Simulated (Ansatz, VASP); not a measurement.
**InSe in VASP and in Ansatz**

The input INCAR:

```
PREC     = Accurate       # precision mode
ENCUT    = 520            # plane-wave cutoff, eV
EDIFF    = 1E-6           # SCF threshold, eV
ISMEAR   = -1             # smearing method
SIGMA    = 0.05           # smearing width, eV
LREAL    = False          # projectors in reciprocal space
LASPH    = True           # aspherical terms in the spheres
NELM     = 100            # most SCF steps
ALGO     = Normal         # electronic algorithm
ISIF     = 2              # what is computed and relaxed
LWAVE    = False          # write WAVECAR
LCHARG   = False          # write CHGCAR
GGA      = PS             # functional
NBANDS   = 27             # bands
```

Contents of KPOINTS:

```
regular mesh
0
Gamma
  7 7 6
```

Contents of POSCAR:

```
InSe
1.0
    5.7872883920     -2.0408589492      0.0000000000
    5.7872883920      2.0408589492      0.0000000000
   -1.7116673433      0.0000000000      4.7393244240
In Se
2 2
Direct
    0.8882032500      0.8882032500      0.0468413600
    0.1117967500      0.1117967500      0.9531586400
    0.6609275900      0.6609275900      0.6689556200
    0.3390724100      0.3390724100      0.3310443800
```

Contents of input.yaml:

```yaml
crystal:
  lattice:
    - [5.787288392, -2.0408589492, 0.0]
    - [5.787288392, 2.0408589492, 0.0]
    - [-1.7116673433, 0.0, 4.739324424]
  atoms:
    - { symbol: In, position: [0.88820325, 0.88820325, 0.04684136] }
    - { symbol: In, position: [0.11179675, 0.11179675, 0.95315864] }
    - { symbol: Se, position: [0.66092759, 0.66092759, 0.66895562] }
    - { symbol: Se, position: [0.33907241, 0.33907241, 0.33104438] }
hamiltonian:
  xc: pbesol
  pseudopotentials: { kind: paw }
kpoints:
  mp_grid: { grid: [7, 7, 6] }
scf:
  occupations: { method: fermi_dirac, width: 0.05 }
output:
  forces: true
  stress: true
  eigenvalues: true
  write_density: true
  write_potential: true
  elf: true
  volumetric_format: npy
```

Alike in both runs: task single point; functional PBEsol; k mesh 7 × 7 × 6; occupations fermi-dirac, width 0.05 eV; no spin polarisation.

|  | VASP | Ansatz |
| --- | --- | --- |
| version | VASP 6.6.1 | Ansatz 0.2.0 |
| potentials or method | VASP PAW PBE potentials, release 64 (In_d, Se) | Ansatz PAW |
| plane-wave cutoff (eV) | 520 | 420 |
| valence electrons in the cell | 38 | 58 |

VASP gave:

```
gap on the k mesh at the Fermi level (eV)                     : 1.10
least direct gap on the mesh (eV)                             : 1.21
pressure (GPa)                                                : -0.1
traceless stress, the component that is largest in VASP (GPa) : -0.15
rms of the force components (eV/Å)                            : 0.105
```

What did Ansatz give for the same quantities?

gap on the k mesh at the Fermi level (eV): 1.11; least direct gap on the mesh (eV): 1.22; pressure (GPa): -0.1; traceless stress, the component that is largest in VASP (GPa): -0.15; rms of the force components (eV/Å): 0.095.

VASP's potentials were made for PBE, not for PBEsol. Atom by atom the forces differ by 0.011 eV/Å (rms over components). VASP's potentials hold 38 valence electrons a cell and Ansatz's 58, so a difference there can come from the potentials and not from the codes.

Noted on Ansatz's run: odd divisions of the mesh miss points on the zone boundary, where band edges often lie, so the gap on the mesh can be too wide.
